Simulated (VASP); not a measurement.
# P (P6_3/mmc) in VASP: a series of runs, part 2 of 2

VASP 6.6.1.

### Step 5. Single point, PBEsol

INCAR reads:

```
SYSTEM = P
  ALGO = Normal
  EDIFF = 1E-6
  ENCUT = 520
  GGA = PS
  ISIF = 2
  ISMEAR = -1
  LASPH = .TRUE.
  LCHARG = .FALSE.
  LREAL = .FALSE.
  LWAVE = .FALSE.
  NBANDS = 12
  NELM = 80
  PREC = Accurate
  SIGMA = 0.08
```

KPOINTS reads:

```
k-points
0
G
  16 16 9
  0 0 0
```

POSCAR reads:

```
P
1.0
    2.0487559573      0.0000000000      0.0000000000
   -1.0243779786      1.7742747052      0.0000000000
    0.0000000000      0.0000000000      3.4480677790
P
2
Direct
    0.3333333333      0.6666666667      0.2500000000
    0.6666666667      0.3333333333      0.7500000000
```

Potentials or basis: VASP PAW PBE potentials, release 64 (P).

Run with:

```sh
$ cat potpaw_PBE.64/P/POTCAR > POTCAR
$ mpirun -np 1 vasp_std > vasp.out
```

OUTCAR:

```text
SYSTEM = P
   EDIFF = 1E-6
   ENCUT = 520
   GGA = PS
   ISIF = 2
   ISMEAR = -1
   LASPH = .TRUE.
   LREAL = .FALSE.
   NELM = 80
   PREC = Accurate

 ion  position               nearest neighbor table
   1  0.333  0.667  0.250-   2 2.09   2 2.09   2 2.09   2 2.09   2 2.09   2 2.09   2 2.93   2 2.93
                             2 2.93   2 2.93   2 2.93   2 2.93
   2  0.667  0.333  0.750-   1 2.09   1 2.09   1 2.09   1 2.09   1 2.09   1 2.09   1 2.93   1 2.93
                             1 2.93   1 2.93   1 2.93   1 2.93

  LATTYP: Found a hexagonal cell.
 ALAT       =     2.0487559573
 C/A-ratio  =     1.6830056146

  Lattice vectors:

 A1 = (   2.0487559573,   0.0000000000,   0.0000000000)
 A2 = (  -1.0243779786,   1.7742747052,   0.0000000000)
 A3 = (   0.0000000000,   0.0000000000,   3.4480677790)

Analysis of symmetry for initial positions (statically):
=====================================================================
 Subroutine PRICEL returns:
 Original cell was already a primitive cell.

 Routine SETGRP: Setting up the symmetry group for a
 hexagonal supercell.

 Subroutine GETGRP returns: Found 24 space group operations
 (whereof 12 operations were pure point group operations)
[... 182 lines left out ...]
      8      38.5471      0.00000
      9      43.6830      0.00000
     10      45.9098      0.00000
     11      46.9931      0.00000
     12      47.1113      0.00000
[... 331 lines left out ...]
 k-point    24 :       0.2500    0.1875    0.0000
  band No.  band energies     occupation
      1       4.4814      2.00000
      2      15.0710      2.00000
      3      15.1125      2.00000
      4      18.4890      2.00000
      5      21.4021      2.00000
      6      28.0961      0.00000
      7      30.2203      0.00000
      8      31.5018      0.00000
      9      33.4077      0.00000
     10      43.4562      0.00000
     11      47.5758      0.00000
     12      48.5447      0.00000

 [... further k-points ...]

------------------------ aborting loop because EDIFF is reached ----------------------------------------

  FORCE on cell =-STRESS in cart. coord.  units (eV):
  Direction    XX          YY          ZZ          XY          YZ          ZX
  --------------------------------------------------------------------------------------
  -------------------------------------------------------------------------------------
  Total       29.5811432     29.5811432     29.6122672      0.0000000      0.0000000      0.0000000
  in kB     3781.2783765   3781.2783766   3785.2568796      0.0000001      0.0000000      0.0000000
  external PRESSURE =    3782.6045442 kB  Pullay stress =       0.0000000 kB

 VOLUME and BASIS-vectors are now :
 -----------------------------------------------------------------------------
  energy-cutoff  :      520.00
  volume of cell :       12.53
      direct lattice vectors                 reciprocal lattice vectors
     2.048755957  0.000000000  0.000000000     0.488101082  0.281805291  0.000000000
    -1.024377979  1.774274705  0.000000000     0.000000000  0.563610582  0.000000000
     0.000000000  0.000000000  3.448067779     0.000000000  0.000000000  0.290017501

 POSITION                                       TOTAL-FORCE (eV/Angst)
 -----------------------------------------------------------------------------------
     -0.00000      1.18285      0.86202         0.000000     -0.000000      0.000000
      1.02438      0.59142      2.58605        -0.000000      0.000000      0.000000
 -----------------------------------------------------------------------------------
    total drift:                               -0.000000      0.000000     -0.000000

  FREE ENERGIE OF THE ION-ELECTRON SYSTEM (eV)
  ---------------------------------------------------
  free  energy   TOTEN  =        -0.7945572902 eV

  energy  without entropy=       -0.7842306816  energy(sigma->0) =       -0.78939399
```

Wall time 15 s (1 thread of Intel Xeon 8259CL, shared host); peak memory 0.13 GiB.

What came out:

* Free energy: -0.7946 eV
* Pressure: 378.3 GPa
* Band gap on the k mesh: zero (bands 5 and 6 overlap by 20.85 eV)

Caveat: the cell stands under pressure; the PAW data sets were made with another functional, which shifts forces and pressure a little.

### Step 6. Single point, PBEsol

This run uses another cell than the first one, of 7.29 Å³/atom.

INCAR reads:

```
SYSTEM = P
PREC     = Accurate       ! precision mode
ENCUT    = 520            ! plane-wave cutoff, eV
EDIFF    = 1E-7           ! SCF threshold, eV
ISMEAR   = -1             ! smearing method
SIGMA    = 0.08           ! smearing width, eV
LREAL    = .FALSE.        ! projectors in reciprocal space
LASPH    = .TRUE.         ! aspherical terms in the spheres
NELM     = 60             ! most SCF steps
ALGO     = Normal         ! electronic algorithm
ISIF     = 2              ! what is computed and relaxed
LWAVE    = .FALSE.        ! write WAVECAR
LCHARG   = .FALSE.        ! write CHGCAR
GGA      = PS             ! functional
NBANDS   = 12             ! bands
```

KPOINTS reads:

```
Automatic mesh
0
G
  16 16 9
  0 0 0
```

POSCAR reads:

```
P
1.0
    2.1964324945      0.0000000000      0.0000000000
   -1.0982162473      1.9021663380      0.0000000000
    0.0000000000      0.0000000000      3.4883662940
P
2
Direct
    0.3333333333      0.6666666667      0.2500000000
    0.6666666667      0.3333333333      0.7500000000
```

Potentials or basis: VASP PAW PBE potentials, release 64 (P).

Run with:

```sh
$ cat potpaw_PBE.64/P/POTCAR > POTCAR
$ mpirun -np 1 vasp_std > vasp.out
```

OUTCAR:

```text
SYSTEM = P
   PREC = Accurate
   ENCUT = 520
   EDIFF = 1E-7
   ISMEAR = -1
   LREAL = .FALSE.
   LASPH = .TRUE.
   NELM = 60
   ISIF = 2
   GGA = PS

 ion  position               nearest neighbor table
   1  0.333  0.667  0.250-   2 2.16   2 2.16   2 2.16   2 2.16   2 2.16   2 2.16
   2  0.667  0.333  0.750-   1 2.16   1 2.16   1 2.16   1 2.16   1 2.16   1 2.16

  LATTYP: Found a hexagonal cell.
 ALAT       =     2.1964324945
 C/A-ratio  =     1.5881964516

  Lattice vectors:
[... 548 lines left out ...]

------------------------ aborting loop because EDIFF is reached ----------------------------------------

  FORCE on cell =-STRESS in cart. coord.  units (eV):
  Direction    XX          YY          ZZ          XY          YZ          ZX
  --------------------------------------------------------------------------------------
  -------------------------------------------------------------------------------------
  Total       20.9795340     20.9795340     20.9311309     -0.0000000      0.0000000      0.0000000
  in kB     2306.3116183   2306.3116185   2300.9905924     -0.0000001      0.0000000      0.0000000
  external PRESSURE =    2304.5379431 kB  Pullay stress =       0.0000000 kB

 VOLUME and BASIS-vectors are now :
 -----------------------------------------------------------------------------
  energy-cutoff  :      520.00
  volume of cell :       14.57
      direct lattice vectors                 reciprocal lattice vectors
     2.196432495  0.000000000  0.000000000     0.455283740  0.262858190  0.000000000
    -1.098216247  1.902166338  0.000000000     0.000000000  0.525716379  0.000000000
     0.000000000  0.000000000  3.488366294     0.000000000  0.000000000  0.286667143

 POSITION                                       TOTAL-FORCE (eV/Angst)
 -----------------------------------------------------------------------------------
     -0.00000      1.26811      0.87209        -0.000000      0.000000      0.000000
      1.09822      0.63406      2.61627         0.000000      0.000000      0.000000
 -----------------------------------------------------------------------------------
    total drift:                               -0.000000      0.000000     -0.000000

  FREE ENERGIE OF THE ION-ELECTRON SYSTEM (eV)
  ---------------------------------------------------
  free  energy   TOTEN  =        -4.5846815899 eV

  energy  without entropy=       -4.5711060776  energy(sigma->0) =       -4.57789383
```

OSZICAR:

```text
N       E                     dE             d eps       ncg     rms          rms(c)
DAV:   1     0.256511223681E+02    0.25651E+02   -0.53179E+03  3640   0.787E+02
DAV:   2    -0.390568827451E+01   -0.29557E+02   -0.27953E+02  4784   0.139E+02
DAV:   3    -0.468427793382E+01   -0.77859E+00   -0.76863E+00  4684   0.187E+01
DAV:   4    -0.468578351449E+01   -0.15056E-02   -0.15053E-02  4308   0.972E-01
DAV:   5    -0.468578631643E+01   -0.28019E-05   -0.28007E-05  4660   0.372E-02    0.205E+01
DAV:   6    -0.462022145888E+01    0.65565E-01   -0.10855E-02  4088   0.666E-01    0.118E+01
DAV:   7    -0.458476333270E+01    0.35458E-01   -0.21059E-02  4072   0.928E-01    0.134E-01
DAV:   8    -0.458468973595E+01    0.73597E-04   -0.14546E-04  4820   0.968E-02    0.628E-02
DAV:   9    -0.458468151781E+01    0.82181E-05   -0.10122E-05  4412   0.222E-02    0.967E-03
DAV:  10    -0.458468158989E+01   -0.72079E-07   -0.73945E-07  4528   0.633E-03
   1 F= -.45846816E+01 E0= -.45778938E+01  d E =-.135755E-01
```

stdout:

```text
POSCAR found type information on POSCAR P
 POSCAR found :  1 types and       2 ions
 scaLAPACK will be used
 -----------------------------------------------------------------------------
|                                                                             |
|                                                                             |
|     You enforced a specific xc type in the INCAR file but a different       |
|     I HOPE YOU KNOW WHAT YOU ARE DOING!                                     |
|                                                                             |
 -----------------------------------------------------------------------------

 LDA part: xc-table for (Slater+PW92), standard interpolation
 POSCAR, INCAR and KPOINTS ok, starting setup
 FFT: planning ... GRIDC
 FFT: planning ... GRID_SOFT
 FFT: planning ... GRID
 WAVECAR not read
 entering main loop
```

Run time: 13 s. Hardware: 1 thread of Intel Xeon 8259CL, shared host; peak memory 0.13 GiB.

What came out:

```yaml
Free_energy: -4.5847 eV
Pressure: 230.5 GPa
Band_gap_on_the_k_mesh: zero (bands 5 and 6 overlap by 18.83 eV)
```

Caveat: the cell stands under pressure; the PAW data sets were made with another functional, which shifts forces and pressure a little.

### Step 7. Summary

| cell | cutoff (eV) | smearing | gap on the mesh (eV) | pressure (GPa) |
| --- | --- | --- | --- | --- |
| a = 2.049, b = 2.049, c = 3.448 Å, angles 90.0, 90.0, 120.0°, 2 atoms | 500 | fermi-dirac 0.08 eV | none | 378.3 |
| a = 2.196, b = 2.196, c = 3.488 Å, angles 90.0, 90.0, 120.0°, 2 atoms | 500 | fermi-dirac 0.08 eV | none | 230.5 |
| a = 2.383, b = 2.383, c = 3.438 Å, angles 90.0, 90.0, 120.0°, 2 atoms | 500 | tetrahedron | none | 137.9 |
| a = 2.049, b = 2.049, c = 3.448 Å, angles 90.0, 90.0, 120.0°, 2 atoms | 520 | fermi-dirac 0.08 eV | none | 378.3 |
| a = 2.196, b = 2.196, c = 3.488 Å, angles 90.0, 90.0, 120.0°, 2 atoms | 520 | fermi-dirac 0.08 eV | none | 230.5 |

Alike in all rows: task single point; level PBEsol; potentials or basis VASP PAW PBE potentials, release 64 (P); no spin polarisation; k mesh 16 × 16 × 9.

Caveats: the cell stands under pressure; the PAW data sets were made with another functional, which shifts forces and pressure a little.

Total energies depend on the potentials used, so only differences within one code and one set of settings carry meaning.
